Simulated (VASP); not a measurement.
# MgO (P6_3/mmc) in VASP: notebook

Runs on MgO. Level: PBE. Tasks: single point.

Everything below comes from runs of VASP 6.6.1. Logs are shortened: lines on timing, memory, paths and dates and some standing lists are left out, and cuts for length are marked.

## Step 1: The cell of the first run

It takes space group P6_3/mmc (No. 194, hexagonal). The conventional cell has a = 3.662 Å, b = 3.662 Å, c = 4.324 Å, α = 90.00°, β = 90.00°, γ = 120.00°. Within 2.8 Å of Mg (site symmetry -6m2) lie 5 O at 2.11 to 2.16 Å. Within 2.8 Å of O (site symmetry -6m2) lie 5 Mg at 2.11 to 2.16 Å.

## Step 2: Single point, PBE

File INCAR:

```
PREC = Accurate
ENCUT = 520
EDIFF = 1E-7
ISMEAR = 0
SIGMA = 0.05
LREAL = F
LASPH = T
NELM = 80
ALGO = Normal
ISIF = 2
LWAVE = F
LCHARG = T
GGA = PE
LELF = T
LVHAR = T
NBANDS = 16
```

File KPOINTS:

```
Automatic mesh
0
Gamma
  9 9 6
```

File POSCAR:

```
MgO
1.0
    3.6622000000      0.0000000000      0.0000000000
   -1.8311000000      3.1715582337      0.0000000000
    0.0000000000      0.0000000000      4.3242000000
Mg O
2 2
Direct
    0.6666666667      0.3333333333      0.7500000000
    0.3333333333      0.6666666667      0.2500000000
    0.6666666667      0.3333333333      0.2500000000
    0.3333333333      0.6666666667      0.7500000000
```

Potentials or basis: VASP PAW PBE potentials, release 64 (Mg, O).

Command:

```bash
$ cat potpaw_PBE.64/Mg/POTCAR potpaw_PBE.64/O/POTCAR > POTCAR
$ mpirun -np 1 vasp_std > vasp.out
```

OUTCAR:

```text
PREC = Accurate
   ENCUT = 520
   EDIFF = 1E-7
   ISMEAR = 0
   LREAL = F
   LASPH = T
   NELM = 80
   ISIF = 2
   GGA = PE

 ion  position               nearest neighbor table
   1  0.667  0.333  0.750-   4 2.11   4 2.11   4 2.11   3 2.16   3 2.16   2 3.02   2 3.02   2 3.02
                             2 3.02   2 3.02   2 3.02
   2  0.333  0.667  0.250-   3 2.11   3 2.11   3 2.11   4 2.16   4 2.16   1 3.02   1 3.02   1 3.02
                             1 3.02   1 3.02   1 3.02
   3  0.667  0.333  0.250-   2 2.11   2 2.11   2 2.11   1 2.16   1 2.16
   4  0.333  0.667  0.750-   1 2.11   1 2.11   1 2.11   2 2.16   2 2.16

  LATTYP: Found a hexagonal cell.
 ALAT       =     3.6622000000
 C/A-ratio  =     1.1807656600

  Lattice vectors:

 A1 = (   3.6622000000,   0.0000000000,   0.0000000000)
 A2 = (  -1.8311000000,   3.1715582337,   0.0000000000)
 A3 = (   0.0000000000,   0.0000000000,   4.3242000000)

Analysis of symmetry for initial positions (statically):
=====================================================================
 Subroutine PRICEL returns:
 Original cell was already a primitive cell.

 Routine SETGRP: Setting up the symmetry group for a
 hexagonal supercell.

 Subroutine GETGRP returns: Found 24 space group operations
 (whereof 12 operations were pure point group operations)
 out of a pool of 24 trial point group operations.

The static configuration has the point symmetry D_3d.
 The point group associated with its full space group is D_6h.

Analysis of symmetry for dynamics (positions and initial velocities):
=====================================================================
 Subroutine PRICEL returns:
 Original cell was already a primitive cell.

 Routine SETGRP: Setting up the symmetry group for a
 hexagonal supercell.

 Subroutine GETGRP returns: Found 24 space group operations
 (whereof 12 operations were pure point group operations)
 out of a pool of 24 trial point group operations.

The dynamic configuration has the point symmetry D_3d.
 The point group associated with its full space group is D_6h.

 Subroutine INISYM returns: Found 24 space group operations
 (whereof 12 operations are pure point group operations),
 and found     1 'primitive' translations

----------------------------------------------------------------------------------------

                                     Primitive cell

  volume of cell :      50.2251

  direct lattice vectors                    reciprocal lattice vectors
     3.662200000  0.000000000  0.000000000     0.273059909  0.157651212  0.000000000
    -1.831100000  3.171558234  0.000000000     0.000000000  0.315302424  0.000000000
     0.000000000  0.000000000  4.324200000     0.000000000  0.000000000  0.231256649

  length of vectors
     3.662200000  3.662200000  4.324200000     0.315302424  0.315302424  0.231256649

  position of ions in fractional coordinates (direct lattice)
     0.666666667  0.333333333  0.750000000
     0.333333333  0.666666667  0.250000000
     0.666666667  0.333333333  0.250000000
     0.333333333  0.666666667  0.750000000

  ion indices of the primitive-cell ions
   primitive index   ion index
                 1           1
                 2           2
                 3           3
                 4           4

----------------------------------------------------------------------------------------

 KPOINTS: Automatic mesh

Automatic generation of k-mesh.
 Grid dimensions read from file:
 generate k-points for:    9    9    6

 Generating k-lattice:

  Cartesian coordinates                     Fractional coordinates (reciprocal lattice)
     0.030339990  0.017516801  0.000000000     0.111111111  0.000000000  0.000000000
     0.000000000  0.035033603  0.000000000     0.000000000  0.111111111  0.000000000
     0.000000000  0.000000000  0.038542775     0.000000000  0.000000000  0.166666667

  Length of vectors
     0.035033603  0.035033603  0.038542775

  Shift w.r.t. Gamma in fractional coordinates (k-lattice)
     0.000000000  0.000000000  0.000000000

 Subroutine IBZKPT returns following result:
 ===========================================

 Found     48 irreducible k-points:

 Following reciprocal coordinates:
            Coordinates               Weight
  0.000000  0.000000  0.000000      1.000000
  0.111111 -0.000000  0.000000      6.000000
  0.222222 -0.000000  0.000000      6.000000
  0.333333 -0.000000  0.000000      6.000000
  0.444444 -0.000000  0.000000      6.000000
  0.111111  0.111111  0.000000      6.000000
[... 16 lines left out ...]
  0.333333  0.222222  0.166667     24.000000
  0.333333  0.333333  0.166667      4.000000
 [... further k-points ...]
   k-points           NKPTS =     48   k-points in BZ     NKDIM =     48   number of bands    NBANDS=     16
   number of dos      NEDOS =    301   number of ions     NIONS =      4
   total plane-waves  NPLWV =  25088
   dimension x,y,z NGX =    28 NGY =   28 NGZ =   32
   dimension x,y,z NGXF=    56 NGYF=   56 NGZF=   64
   ions per type =               2   2
   NGX,Y,Z   is equivalent  to a cutoff of  12.71, 12.71, 12.30 a.u.
   NGXF,Y,Z  is equivalent  to a cutoff of  25.42, 25.42, 24.61 a.u.
 SYSTEM =  unknown system
   PREC   = accura    normal or accurate (medium, high low for compatibility)
   ISTART =      0    job   : 0-new  1-cont  2-samecut
   ICHARG =      2    charge: 1-file 2-atom 10-const
   ISPIN  =      1    spin polarized calculation?
   LNONCOLLINEAR =      F non collinear calculations
   LSORBIT =      F    spin-orbit coupling
   LASPH  =      T    aspherical Exc in radial PAW
   ENCUT  =  520.0 eV  38.22 Ry    6.18 a.u.   6.81  6.81  8.04*2*pi/ulx,y,z
   NELM   =     80;   NELMIN=  2; NELMDL= -5     # of ELM steps
   EDIFF  = 0.1E-06   stopping-criterion for ELM
   LREAL  =      F    real-space projection
   EDIFFG = 0.1E-05   stopping-criterion for IOM
   NSW    =      0    number of steps for IOM
   IBRION =     -1    ionic relax: 0-MD 1-quasi-New 2-CG
   NFREE  =      0    steps in history (QN), initial steepest desc. (CG)
   ISIF   =      2    stress and relaxation
   ISYM   =      2    0-nonsym 1-usesym 2-fastsym
   POTIM  = 0.5000    time-step for ionic-motion
   TEBEG  =    0.0;   TEEND  =   0.0 temperature during run
   PSTRESS=    0.0 pullay stress
   NELECT =      16.0000    total number of electrons
   NUPDOWN=      -1.0000    fix difference up-down
   EMIN   =  10.00;   EMAX   =-10.00  energy-range for DOS
   EFERMI =   0.00;   METHOD = LEGACY
   ISMEAR =     0;   SIGMA  =   0.05  broadening in eV -4-tet -1-fermi 0-gaus
   EFERMI_NEDOS =   21; number of points for ismear=-14 and -15
   IALGO  =     38    algorithm
   IMIX   =      4    mixing-type and parameters
     AMIX     =   0.40;   BMIX     =  1.00
     AMIX_MAG =   1.60;   BMIX_MAG =  1.00
  volume/ion in A,a.u.               =      12.56        84.73
  Fermi-wavevector in a.u.,A,eV,Ry     =   1.118085  2.112873 17.008821  1.250113
  Thomas-Fermi vector in A             =   2.254713
   LORBIT       =      0    0 simple, 1 ext, 2 COOP (PROOUT), +10 PAW based schemes
   GGA     = PE    functional components
   LHFCALC =     F    Hartree Fock is set to
   AEXX    =    0.0000 exact exchange contribution
   IVDW    =     0    specifies the selected vdW correction
   LEPSILON=     F    determine dielectric tensor
   LRPA    =     F    only Hartree local field effects (RPA)
 non-spin polarized calculation
 Gauss-broadening in eV      SIGMA  =   0.05
  energy-cutoff  :      520.00
  volume of cell :       50.23
 maximum number of plane-waves:      1368
 NGX is ok and might be reduce to    28
   NGX = 13   NGY = 13   NGZ = 17

 number of electron      16.0000000 magnetization

 Free energy of the ion-electron system (eV)
  ---------------------------------------------------
  ext. energy  EPLUGINS =         0.00000000
  ---------------------------------------------------
  free energy    TOTEN  =       -23.50324816 eV

  energy without entropy =      -23.50324816  energy(sigma->0) =      -23.50324816

 E-fermi :   1.4550     XC(G=0):  -9.4975

 val. band max:        1.1631141627   @ k =   0.0000   0.0000   0.0000
 cond. band min:       3.9759172012   @ k =   0.0000   0.0000   0.0000
 fundamental gap:      2.8128030385
 Fermi energy:         1.4550434034

 k-point     1 :       0.0000    0.0000    0.0000
  band No.  band energies     occupation
      1     -15.2075      2.00000
      2     -14.1042      2.00000
      3      -1.9784      2.00000
      4      -0.3236      2.00000
      5      -0.3236      2.00000
      6       0.5570      2.00000
[... 8 lines left out ...]
     15      15.4264      0.00000
     16      16.0227      0.00000

 k-point     2 :       0.1111   -0.0000    0.0000
  band No.  band energies     occupation
      1     -15.1612      2.00000
      2     -14.1147      2.00000
      3      -1.8940      2.00000
      4      -0.4920      2.00000
      5      -0.4088      2.00000
      6       0.2659      2.00000
[... 8 lines left out ...]
     15      15.4979      0.00000
     16      15.5169      0.00000

 k-point     3 :       0.2222   -0.0000    0.0000
  band No.  band energies     occupation
      1     -15.0333      2.00000
      2     -14.1511      2.00000
      3      -1.6527      2.00000
      4      -0.9903      2.00000
      5      -0.5905      2.00000
      6      -0.1390      2.00000
[... 8 lines left out ...]
     15      14.6645      0.00000
     16      14.9389      0.00000
[... 362 lines left out ...]
 k-point    23 :       0.3333    0.2222    0.1667
  band No.  band energies     occupation
      1     -14.5849      2.00000
      2     -14.3688      2.00000
      3      -1.8806      2.00000
      4      -1.4073      2.00000
      5      -1.0559      2.00000
      6      -0.1236      2.00000
[... 8 lines left out ...]
     15      14.5325      0.00000
     16      15.6252      0.00000

 k-point    24 :       0.3333    0.3333    0.1667
  band No.  band energies     occupation
      1     -14.4670      2.00000
      2     -14.4670      2.00000
      3      -1.8354      2.00000
      4      -1.3181      2.00000
      5      -1.3181      2.00000
      6       0.1774      2.00000
[... 8 lines left out ...]
     15      14.5819      0.00000
     16      16.2537      0.00000

 [... further k-points ...]

------------------------ aborting loop because EDIFF is reached ----------------------------------------

  FORCE on cell =-STRESS in cart. coord.  units (eV):
  Direction    XX          YY          ZZ          XY          YZ          ZX
  --------------------------------------------------------------------------------------
  -------------------------------------------------------------------------------------
  Total       -3.3641616     -3.3641616     -3.0679703      0.0000000     -0.0000000      0.0000000
  in kB     -107.3166019   -107.3166019    -97.8681123      0.0000000     -0.0000000      0.0000000
  external PRESSURE =    -104.1671053 kB  Pullay stress =       0.0000000 kB

 VOLUME and BASIS-vectors are now :
 -----------------------------------------------------------------------------
  energy-cutoff  :      520.00
  volume of cell :       50.23
      direct lattice vectors                 reciprocal lattice vectors
     3.662200000  0.000000000  0.000000000     0.273059909  0.157651212  0.000000000
    -1.831100000  3.171558234  0.000000000     0.000000000  0.315302424  0.000000000
     0.000000000  0.000000000  4.324200000     0.000000000  0.000000000  0.231256649

 POSITION                                       TOTAL-FORCE (eV/Angst)
 -----------------------------------------------------------------------------------
      1.83110      1.05719      3.24315        -0.000000      0.000000     -0.000000
     -0.00000      2.11437      1.08105         0.000000     -0.000000     -0.000000
      1.83110      1.05719      1.08105         0.000000     -0.000000      0.000000
     -0.00000      2.11437      3.24315         0.000000      0.000000      0.000000
 -----------------------------------------------------------------------------------
    total drift:                               -0.000000     -0.000000     -0.000000

  FREE ENERGIE OF THE ION-ELECTRON SYSTEM (eV)
  ---------------------------------------------------
  free  energy   TOTEN  =       -23.5032481642 eV

  energy  without entropy=      -23.5032481642  energy(sigma->0) =      -23.50324816
```

Wall time 57 s (1 thread of AMD EPYC 7R43 (Zen 3), shared host); peak memory 0.15 GiB.

Results:

```
Free energy            : -23.5032 eV
Pressure               : -10.4 GPa
Band gap on the k mesh : 2.81 eV
```

Stress tensor (GPa, compression positive):
```
-10.73   0.00   0.00
  0.00 -10.73   0.00
  0.00   0.00  -9.79
```

Caveat: the cell stands under tension.

## Step 3: Single point, PBE

This run uses another cell than the first one, of 12.68 Å³/atom.

File INCAR:

```
SYSTEM = MgO
PREC     = Accurate       ! precision mode
ENCUT    = 520            ! plane-wave cutoff, eV
EDIFF    = 1E-7           ! SCF threshold, eV
ISMEAR   = 0              ! smearing method
SIGMA    = 0.05           ! smearing width, eV
LREAL    = .FALSE.        ! projectors in reciprocal space
LASPH    = .TRUE.         ! aspherical terms in the spheres
NELM     = 80             ! most SCF steps
ALGO     = Normal         ! electronic algorithm
ISIF     = 2              ! what is computed and relaxed
LWAVE    = .FALSE.        ! write WAVECAR
LCHARG   = .FALSE.        ! write CHGCAR
GGA      = PE             ! functional
NBANDS   = 16             ! bands
```

File KPOINTS:

```
regular mesh
0
G
  9 9 6
  0 0 0
```

File POSCAR:

```
MgO
1.0
    3.6270000000      0.0000000000      0.0000000000
   -1.8135000000      3.1410741395      0.0000000000
    0.0000000000      0.0000000000      4.4514000000
Mg O
2 2
Direct
    0.6666666667      0.3333333333      0.7500000000
    0.3333333333      0.6666666667      0.2500000000
    0.6666666667      0.3333333333      0.2500000000
    0.3333333333      0.6666666667      0.7500000000
```

Potentials or basis: VASP PAW PBE potentials, release 64 (Mg, O).

Command:

```bash
$ cat potpaw_PBE.64/Mg/POTCAR potpaw_PBE.64/O/POTCAR > POTCAR
$ mpirun -np 1 vasp_std > vasp.out
```

Run time: 60 s. Hardware: 1 thread of AMD EPYC 7R43 (Zen 3), shared host; peak memory 0.15 GiB.

It converged, with:

```yaml
Free_energy: -23.4658 eV
Pressure: -11.3 GPa
Band_gap_on_the_k_mesh: 2.69 eV
```

Stress tensor (GPa, compression positive):
```
-10.65   0.00   0.00
  0.00 -10.65   0.00
  0.00   0.00 -12.57
```

Levels at points of the mesh, in eV from the valence-band top:
| k point | band 4 | band 5 | band 6 | band 7 | band 8 | band 9 | band 10 | band 11 | band 12 | band 13 |
| --- | --- | --- | --- | --- | --- | --- | --- | --- | --- | --- |
| (0.00, 0.00, 0.00) | -1.48 | -1.48 | -0.70 | -0.70 | 0.00 | 2.69 | 8.24 | 10.90 | 11.71 | 11.71 |
| (0.00, 0.00, 0.50) | -2.19 | -1.10 | -1.10 | -1.10 | -1.10 | 5.64 | 5.64 | 12.06 | 12.06 | 12.06 |

Caveat: the cell stands under tension.
